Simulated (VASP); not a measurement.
Wanted: the native input for a VASP 6.6.1 run.

* Task: single point
* Functional: PBE
* Potentials or basis: VASP PAW PBE potentials, release 64 (Ta_pv, Tl_d)
* Cutoff: 520 eV
* k mesh: 16 × 16 × 16
* Occupations: gaussian, width 0.1 eV
* Spin: no spin polarisation
* Dipole correction: no
* Further INCAR settings: ALGO = Fast; EDIFF = 1e-07; NBANDS = 19

The structure of TaTl lies in POSCAR:

```
TaTl
1.0
    0.0000000000      3.1525345433      3.1525345433
    3.1525345433      0.0000000000      3.1525345433
    3.1525345433      3.1525345433      0.0000000000
Ta Tl
1 1
Direct
    0.0000000000      0.0000000000      0.0000000000
    0.2500000000      0.2500000000      0.2500000000
```

One way to write it, as run:

INCAR

```
SYSTEM = TaTl
PREC = Accurate ; ENCUT = 520
EDIFF = 1E-7 ; ISMEAR = 0
SIGMA = 0.1 ; LREAL = .FALSE.
LASPH = .TRUE. ; NELM = 60
ALGO = Fast ; ISIF = 2
LWAVE = .FALSE. ; LCHARG = .FALSE.
GGA = PE ; NBANDS = 19
```

KPOINTS

```
regular mesh
0
G
  16 16 16
  0 0 0
```

Potentials or basis: VASP PAW PBE potentials, release 64 (Ta_pv, Tl_d).

Command:

```sh
$ cat potpaw_PBE.64/Ta_pv/POTCAR potpaw_PBE.64/Tl_d/POTCAR > POTCAR
$ mpirun -np 1 vasp_std > vasp.out
```

It gave:

```
Pressure               : 0.0 GPa
Band gap on the k mesh : zero (band 12 reaches 3.93 eV, above the bottom of band 13 at 3.61 eV)
```

Caveat: spin-orbit coupling is left out, which moves the levels of the heavy elements.

It took 5.2 min on 1 thread of Intel(R) Xeon(R) Platinum 8375C CPU @ 2.90GHz (Ice Lake), with other jobs on the host, peak memory 0.33 GiB.
